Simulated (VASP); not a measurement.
# CdS (F-43m) in VASP: notebook

CdS is run at these levels: PBE0, HSE06; tasks: single point.

Everything below comes from runs of VASP 6.6.1. Logs are shortened: lines on timing, memory, paths and dates and some standing lists are left out, and cuts for length are marked.

**1. The cell of the first run**

Symmetry: F-43m, No. 216, cubic system. Conventional cell: a = 5.878 Å, b = 5.878 Å, c = 5.878 Å, α = 90.00°, β = 90.00°, γ = 90.00°. Within 3.4 Å of Cd (site symmetry -43m) lie 4 S at 2.55 Å. Within 3.4 Å of S (site symmetry -43m) lie 4 Cd at 2.55 Å.

**2. Single point, PBE0**

Input file POSCAR:

```
CdS
1.0
    0.0000000000      2.9392138847      2.9392138847
    2.9392138847      0.0000000000      2.9392138847
    2.9392138847      2.9392138847      0.0000000000
Cd S
1 1
Direct
    0.0000000000      0.0000000000      0.0000000000
    0.2500000000      0.2500000000      0.2500000000
```

Input file INCAR.step1:

```
SYSTEM = CdS
PREC = Accurate
ENCUT = 520
EDIFF = 1E-5
ISMEAR = 0
SIGMA = 0.01
LREAL = .False.
LASPH = .True.
NELM = 100
ALGO = Normal
ISIF = 2
LWAVE = .True.
LCHARG = .False.
NBANDS = 16
GGA = PE
```

Input file INCAR.step2:

```
SYSTEM = CdS
PREC = Accurate
ENCUT = 520
EDIFF = 1E-6
ISMEAR = 0
SIGMA = 0.01
LREAL = .False.
LASPH = .True.
NELM = 100
ALGO = Normal
ISIF = 2
LWAVE = .False.
LCHARG = .False.
GGA = PE
LHFCALC = .True.
AEXX = 0.25
PRECFOCK = Normal
NBANDS = 16
ISTART = 1
```

Input file KPOINTS:

```
regular mesh
0
Gamma
  6 6 6
  0 0 0
```

Potentials or basis: VASP PAW PBE potentials, release 64 (Cd, S).

Started as:

```bash
cat potpaw_PBE.64/Cd/POTCAR potpaw_PBE.64/S/POTCAR > POTCAR
cp INCAR.step1 INCAR
mpirun -np 1 vasp_std > vasp.out
cp INCAR.step2 INCAR
mpirun -np 1 vasp_std > vasp.out
```

OUTCAR:

```text
SYSTEM = CdS
   PREC = Accurate
   ENCUT = 520
   EDIFF = 1E-6
   ISMEAR = 0
   LREAL = .False.
   LASPH = .True.
   NELM = 100
   ISIF = 2
   GGA = PE
   LHFCALC = .True.
   AEXX = 0.25
   PRECFOCK = Normal
   ISTART = 1

 ion  position               nearest neighbor table
   1  0.000  0.000  0.000-   2 2.55   2 2.55   2 2.55   2 2.55
   2  0.250  0.250  0.250-   1 2.55   1 2.55   1 2.55   1 2.55

  LATTYP: Found a face centered cubic cell.
 ALAT       =     5.8784277694

  Lattice vectors:

 A1 = (   0.0000000000,   2.9392138847,   2.9392138847)
 A2 = (   2.9392138847,   0.0000000000,   2.9392138847)
 A3 = (   2.9392138847,   2.9392138847,   0.0000000000)

Analysis of symmetry for initial positions (statically):
=====================================================================
 Subroutine PRICEL returns:
 Original cell was already a primitive cell.

 Routine SETGRP: Setting up the symmetry group for a
 face centered cubic supercell.

 Subroutine GETGRP returns: Found 24 space group operations
 (whereof 24 operations were pure point group operations)
 out of a pool of 48 trial point group operations.

The static configuration has the point symmetry T_d .

Analysis of symmetry for dynamics (positions and initial velocities):
=====================================================================
 Subroutine PRICEL returns:
 Original cell was already a primitive cell.

 Routine SETGRP: Setting up the symmetry group for a
 face centered cubic supercell.

 Subroutine GETGRP returns: Found 24 space group operations
 (whereof 24 operations were pure point group operations)
 out of a pool of 48 trial point group operations.

The dynamic configuration has the point symmetry T_d .

 Subroutine INISYM returns: Found 24 space group operations
 (whereof 24 operations are pure point group operations),
 and found     1 'primitive' translations

----------------------------------------------------------------------------------------

                                     Primitive cell

  volume of cell :      50.7836

  direct lattice vectors                    reciprocal lattice vectors
     0.000000000  2.939213885  2.939213885    -0.170113513  0.170113513  0.170113513
     2.939213885  0.000000000  2.939213885     0.170113513 -0.170113513  0.170113513
     2.939213885  2.939213885  0.000000000     0.170113513  0.170113513 -0.170113513

  length of vectors
     4.156676138  4.156676138  4.156676138     0.294645248  0.294645248  0.294645248

  position of ions in fractional coordinates (direct lattice)
     0.000000000  0.000000000  0.000000000
     0.250000000  0.250000000  0.250000000

  ion indices of the primitive-cell ions
   primitive index   ion index
                 1           1
                 2           2

----------------------------------------------------------------------------------------

 KPOINTS: regular mesh

Automatic generation of k-mesh.
 Grid dimensions read from file:
 generate k-points for:    6    6    6

 Generating k-lattice:

  Cartesian coordinates                     Fractional coordinates (reciprocal lattice)
    -0.028352252  0.028352252  0.028352252     0.166666667  0.000000000  0.000000000
     0.028352252 -0.028352252  0.028352252     0.000000000  0.166666667  0.000000000
     0.028352252  0.028352252 -0.028352252     0.000000000  0.000000000  0.166666667

  Length of vectors
     0.049107541  0.049107541  0.049107541

  Shift w.r.t. Gamma in fractional coordinates (k-lattice)
     0.000000000  0.000000000  0.000000000

 Subroutine IBZKPT returns following result:
 ===========================================

 Found     16 irreducible k-points:

 Following reciprocal coordinates:
            Coordinates               Weight
  0.000000  0.000000  0.000000      1.000000
  0.166667  0.000000  0.000000      8.000000
  0.333333  0.000000  0.000000      8.000000
  0.500000  0.000000  0.000000      4.000000
  0.166667  0.166667  0.000000      6.000000
  0.333333  0.166667  0.000000     24.000000
[... 8 lines left out ...]
 -0.333333  0.333333  0.166667     24.000000
 -0.333333  0.500000  0.166667     12.000000
   k-points           NKPTS =     16   k-points in BZ     NKDIM =    216   number of bands    NBANDS=     16
   number of dos      NEDOS =    301   number of ions     NIONS =      2
   total plane-waves  NPLWV =  32768
   dimension x,y,z NGX =    32 NGY =   32 NGZ =   32
   dimension x,y,z NGXF=    64 NGYF=   64 NGZF=   64
   ions per type =               1   1
   NGX,Y,Z   is equivalent  to a cutoff of  12.80, 12.80, 12.80 a.u.
   NGXF,Y,Z  is equivalent  to a cutoff of  25.60, 25.60, 25.60 a.u.
 SYSTEM =  CdS
   PREC   = accura    normal or accurate (medium, high low for compatibility)
   ISTART =      1    job   : 0-new  1-cont  2-samecut
   ICHARG =      0    charge: 1-file 2-atom 10-const
   ISPIN  =      1    spin polarized calculation?
   LNONCOLLINEAR =      F non collinear calculations
   LSORBIT =      F    spin-orbit coupling
   LASPH  =      T    aspherical Exc in radial PAW
   ENCUT  =  520.0 eV  38.22 Ry    6.18 a.u.   7.73  7.73  7.73*2*pi/ulx,y,z
   NELM   =    100;   NELMIN=  2; NELMDL=  0     # of ELM steps
   EDIFF  = 0.1E-05   stopping-criterion for ELM
   LREAL  =      F    real-space projection
   EDIFFG = 0.1E-04   stopping-criterion for IOM
   NSW    =      0    number of steps for IOM
   IBRION =     -1    ionic relax: 0-MD 1-quasi-New 2-CG
   NFREE  =      0    steps in history (QN), initial steepest desc. (CG)
   ISIF   =      2    stress and relaxation
   ISYM   =      3    0-nonsym 1-usesym 2-fastsym
   POTIM  = 0.5000    time-step for ionic-motion
   TEBEG  =    0.0;   TEEND  =   0.0 temperature during run
   PSTRESS=    0.0 pullay stress
   NELECT =      18.0000    total number of electrons
   NUPDOWN=      -1.0000    fix difference up-down
   EMIN   =  10.00;   EMAX   =-10.00  energy-range for DOS
   EFERMI =   0.00;   METHOD = LEGACY
   ISMEAR =     0;   SIGMA  =   0.01  broadening in eV -4-tet -1-fermi 0-gaus
   EFERMI_NEDOS =   21; number of points for ismear=-14 and -15
   IALGO  =     38    algorithm
   IMIX   =      1    mixing-type and parameters
     AMIX     =   0.40;   BMIX     =  1.00
     AMIX_MAG =   1.60;   BMIX_MAG =  1.00
  volume/ion in A,a.u.               =      25.39       171.35
  Fermi-wavevector in a.u.,A,eV,Ry     =   1.158576  2.189391 18.263073  1.342298
  Thomas-Fermi vector in A             =   2.295177
   LORBIT       =      0    0 simple, 1 ext, 2 COOP (PROOUT), +10 PAW based schemes
   GGA     = PE    functional components
   LHFCALC =     T    Hartree Fock is set to
   PRECFOCK=normal    Normal, Fast or Accurate (Low or Medium for compatibility)
   ENCUT4O =  -1.0   cutoff for four orbital integrals eV
   NKREDX  =     1    reduce k-point grid by
   NKREDY  =     1    reduce k-point grid by
   NKREDZ  =     1    reduce k-point grid by
   AEXX    =    0.2500 exact exchange contribution
   HFSCREEN=    0.0000 screening length (either q_TF or 0.3 A-1)
   HFSCREENC=   0.0000 screening length for correlation (either q_TF or 0.3 A-1)
   ENCUTFOCK=  -1.0 apply spherical cutoff to Coloumb kernel
   IVDW    =     0    specifies the selected vdW correction
   LEPSILON=     F    determine dielectric tensor
   LRPA    =     F    only Hartree local field effects (RPA)
 non-spin polarized calculation
 Gauss-broadening in eV      SIGMA  =   0.01
  energy-cutoff  :      520.00
  volume of cell :       50.78
 maximum number of plane-waves:      1381
  NGX = 24; NGY = 24; NGZ = 24

 number of electron      18.0000005 magnetization

 Free energy of the ion-electron system (eV)
  ---------------------------------------------------
  ext. energy  EPLUGINS =         0.00000000
  ---------------------------------------------------
  free energy    TOTEN  =        -8.18649128 eV

  energy without entropy =       -8.18649128  energy(sigma->0) =       -8.18649128

 E-fermi :   0.2366     XC(G=0):  -7.1357

 val. band max:        0.1011072601   @ k =   0.0000   0.0000   0.0000
 cond. band min:       2.8727298243   @ k =   0.0000   0.0000   0.0000
 fundamental gap:      2.7716225642
 Fermi energy:         0.2365769275

 k-point     1 :       0.0000    0.0000    0.0000
  band No.  band energies     occupation
      1     -13.3799      2.00000
      2      -8.7295      2.00000
      3      -8.7295      2.00000
      4      -8.7295      2.00000
      5      -8.2753      2.00000
      6      -8.2753      2.00000
[... 8 lines left out ...]
     15      13.6072      0.00000
     16      13.6072      0.00000

 k-point     2 :       0.1667    0.0000    0.0000
  band No.  band energies     occupation
      1     -13.2705      2.00000
      2      -8.6942      2.00000
      3      -8.6942      2.00000
      4      -8.6190      2.00000
      5      -8.2762      2.00000
      6      -8.2762      2.00000
[... 8 lines left out ...]
     15      12.7270      0.00000
     16      13.7558      0.00000

 k-point     3 :       0.3333    0.0000    0.0000
  band No.  band energies     occupation
      1     -13.0527      2.00000
      2      -8.6357      2.00000
      3      -8.6357      2.00000
      4      -8.2617      2.00000
      5      -8.2617      2.00000
      6      -8.2380      2.00000
[... 8 lines left out ...]
     15      13.1987      0.00000
     16      13.1987      0.00000

 k-point     4 :       0.5000    0.0000    0.0000
  band No.  band energies     occupation
      1     -12.9458      2.00000
      2      -8.6151      2.00000
      3      -8.6151      2.00000
      4      -8.2437      2.00000
      5      -8.2437      2.00000
      6      -7.8817      2.00000
[... 8 lines left out ...]
     15      14.7771      0.00000
     16      14.7771      0.00000
[... 172 lines left out ...]
 k-point    14 :       0.5000    0.3333    0.1667
  band No.  band energies     occupation
      1     -12.9152      2.00000
      2      -8.5519      2.00000
      3      -8.5395      2.00000
      4      -8.3591      2.00000
      5      -8.2405      2.00000
      6      -7.9508      2.00000
[... 8 lines left out ...]
     15      15.1768      0.00000
     16      15.4985      0.00000

 k-point    15 :      -0.3333    0.3333    0.1667
  band No.  band energies     occupation
      1     -12.8478      2.00000
      2      -8.5447      2.00000
      3      -8.5070      2.00000
      4      -8.3154      2.00000
      5      -8.2592      2.00000
      6      -7.7023      2.00000
[... 8 lines left out ...]
     15      14.5800      0.00000
     16      15.5965      0.00000

 k-point    16 :      -0.3333    0.5000    0.1667
  band No.  band energies     occupation
      1     -12.8148      2.00000
      2      -8.4999      2.00000
      3      -8.4791      2.00000
      4      -8.3515      2.00000
      5      -8.2381      2.00000
      6      -7.6699      2.00000
[... 8 lines left out ...]
     15      15.4321      0.00000
     16      15.5022      0.00000

------------------------ aborting loop because EDIFF is reached ----------------------------------------

  FORCE on cell =-STRESS in cart. coord.  units (eV):
  Direction    XX          YY          ZZ          XY          YZ          ZX
  --------------------------------------------------------------------------------------
  -------------------------------------------------------------------------------------
  Total        0.0996146      0.0996146      0.0996146      0.0000000     -0.0000000      0.0000000
  in kB        3.1427517      3.1427517      3.1427517      0.0000000     -0.0000000      0.0000000
  external PRESSURE =       3.1427517 kB  Pullay stress =       0.0000000 kB

 VOLUME and BASIS-vectors are now :
 -----------------------------------------------------------------------------
  energy-cutoff  :      520.00
  volume of cell :       50.78
      direct lattice vectors                 reciprocal lattice vectors
     0.000000000  2.939213885  2.939213885    -0.170113513  0.170113513  0.170113513
     2.939213885  0.000000000  2.939213885     0.170113513 -0.170113513  0.170113513
     2.939213885  2.939213885  0.000000000     0.170113513  0.170113513 -0.170113513

 POSITION                                       TOTAL-FORCE (eV/Angst)
 -----------------------------------------------------------------------------------
      0.00000      0.00000      0.00000         0.000000      0.000000      0.000000
      1.46961      1.46961      1.46961        -0.000000     -0.000000     -0.000000
 -----------------------------------------------------------------------------------
    total drift:                                0.000065      0.000058      0.000042

  FREE ENERGIE OF THE ION-ELECTRON SYSTEM (eV)
  ---------------------------------------------------
  free  energy   TOTEN  =        -8.1864912805 eV

  energy  without entropy=       -8.1864912805  energy(sigma->0) =       -8.18649128
```

It took 47 min on 1 thread of Intel Xeon Platinum 8259CL at 2.50GHz (Skylake/Cascade Lake), shared host; peak memory 0.2 GiB.

Results:

| Quantity | Value |
| --- | --- |
| Free energy | -8.1865 eV |
| Pressure | 0.3 GPa |
| Band gap on the k mesh | 2.77 eV |

Levels at points of the mesh, in eV from the valence-band top:
```tsv
k point	band 7	band 8	band 9	band 10	band 11	band 12
(0.00, 0.00, 0.00)	0.00	0.00	0.00	2.77	8.44	8.44
(0.50, 0.00, 0.00)	-4.61	-0.79	-0.79	4.77	8.88	8.88
(0.50, 0.50, 0.00)	-4.17	-1.96	-1.96	5.17	6.16	11.17
```

Caveat: the PAW data sets were made with another functional, which shifts forces and pressure a little.

**3. Single point, HSE06**

POSCAR is that of step 2.

Input file INCAR.step1:

```
SYSTEM = CdS
ALGO = Normal
EDIFF = 1E-5
ENCUT = 520
GGA = PE
ISIF = 2
ISMEAR = 0
LASPH = .TRUE.
LCHARG = .FALSE.
LREAL = .FALSE.
LWAVE = .TRUE.
NBANDS = 16
NELM = 100
PREC = Accurate
SIGMA = 0.01
```

Input file INCAR.step2:

```
SYSTEM = CdS
ALGO = Normal
EDIFF = 1E-6
ENCUT = 520
GGA = PE
HFSCREEN = 0.2079
ISIF = 2
ISMEAR = 0
ISTART = 1
LASPH = .TRUE.
LCHARG = .FALSE.
LHFCALC = .TRUE.
LREAL = .FALSE.
LWAVE = .FALSE.
NBANDS = 16
NELM = 100
PREC = Accurate
PRECFOCK = Normal
SIGMA = 0.01
```

Input file KPOINTS:

```
k-points
0
G
  6 6 6
  0 0 0
```

Potentials or basis: VASP PAW PBE potentials, release 64 (Cd, S).

Started as:

```bash
cat potpaw_PBE.64/Cd/POTCAR potpaw_PBE.64/S/POTCAR > POTCAR
cp INCAR.step1 INCAR
mpirun -np 1 vasp_std > vasp.out
cp INCAR.step2 INCAR
mpirun -np 1 vasp_std > vasp.out
```

Wall time 51 min (1 thread of Oxide Virtual Turin-like, shared host); peak memory 0.27 GiB.

The run converged. Its results:

```yaml
Free_energy: -7.6204 eV
Pressure: 0.5 GPa
Band_gap_on_the_k_mesh: 2.11 eV
```

Levels at points of the mesh, in eV from the valence-band top:
```
           k point  band 5  band 6  band 7  band 8  band 9  band 10  band 11  band 12  band 13  band 14
(0.00, 0.00, 0.00)   -8.33   -8.33    0.00    0.00    0.00     2.11     7.71     7.71     7.71    12.62
(0.50, 0.00, 0.00)   -8.29   -7.93   -4.54   -0.77   -0.77     4.07     8.15     8.15     8.60    12.23
(0.50, 0.50, 0.00)   -8.25   -7.85   -4.11   -1.93   -1.93     4.48     5.44    10.43    12.13    12.13
```

Caveat: the PAW data sets were made with another functional, which shifts forces and pressure a little.
